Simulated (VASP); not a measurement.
A run of VASP 6.6.1:

File INCAR:

```
PREC = Accurate ; ENCUT = 520
EDIFF = 1E-6 ; ISMEAR = -1
SIGMA = 0.08 ; LREAL = F
LASPH = T ; NELM = 80
ALGO = Normal ; ISIF = 2
LWAVE = F ; LCHARG = F
GGA = PE ; NBANDS = 16
```

The input KPOINTS:

```
regular mesh
0
Gamma
  5 5 4
```

The input POSCAR:

```
Se
1.0
    4.3551700000      0.0000000000      0.0000000000
   -2.1775850000      3.7716878578      0.0000000000
    0.0000000000      0.0000000000      4.9494500000
Se
3
Direct
    0.2334161850      0.0037556130      0.1597906838
    0.0004713700      0.2149642363      0.8347911384
    0.7661124638      0.7812801884      0.5054181778
```

Potentials or basis: VASP PAW PBE potentials, release 64 (Se).

Launch:

```sh
$ cat potpaw_PBE.64/Se/POTCAR > POTCAR
$ mpirun -np 1 vasp_std > vasp.out
```

Hardware: 1 thread of Intel Xeon 8259CL, with other jobs on the host.

**Question.** How long does it take, and how much memory?

**Answer.** It took 71 s on 1 thread of Intel Xeon 8259CL, on a shared host, peak memory 0.21 GiB. Counts: scf iterations 12, k points 51.
